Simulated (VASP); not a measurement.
CdSe2: single point with PBEsol

Crystal: CdSe2.

```
CELL_PARAMETERS angstrom
1.92106 1.10912 5.30160
-1.92106 1.10912 5.30160
0.00000 -2.21825 5.30160
ATOMIC_POSITIONS crystal
Cd 0.00000 0.00000 0.00000
Se 0.76639 0.76639 0.76639
Se 0.23361 0.23361 0.23361
```

```yaml
Program: VASP 6.6.1
Task: single point
Functional: PBEsol
Potentials_or_basis: VASP PAW PBE potentials, release 64 (Cd, Se)
Cutoff: 520 eV
k_mesh: 6 × 6 × 6
Occupations: fermi-dirac, width 0.03 eV
Spin: no spin polarisation
Dipole_correction: no
Further_INCAR_settings: ALGO = Normal; EDIFF = 1e-07; NBANDS = 19
```

* Pressure: 0.4 GPa
* Largest force: 0.046 eV/Å
* Band gap on the k mesh: zero (bands 12 and 13 overlap by 1.85 eV)

Forces in eV/Å, atoms in the order of the input:
```
Cd   0.000  0.000  0.000
Se   0.000  0.000  0.046
Se   0.000  0.000 -0.046
```

Levels at points of the mesh, in eV from the Fermi level:
```csv
k point,band 9,band 10,band 11,band 12,band 13,band 14,band 15,band 16
"(0.00, 0.00, 0.00)",-0.72,-0.72,-0.09,-0.09,0.29,2.83,4.24,6.18
"(0.50, 0.00, 0.00)",-4.17,-2.39,-1.96,-1.51,-1.25,4.05,4.49,7.88
"(0.50, 0.50, 0.00)",-4.90,-2.72,-0.85,0.60,0.69,1.77,4.56,5.94
"(0.50, 0.50, 0.50)",-2.63,-1.24,-1.24,0.33,0.33,4.85,5.53,7.06
```

It took 100 s on 1 thread of Intel(R) Xeon(R) Platinum 8488C (Sapphire Rapids), with other jobs on the host, peak memory 0.32 GiB.

Caveat: the PAW data sets were made with another functional, which shifts forces and pressure a little.
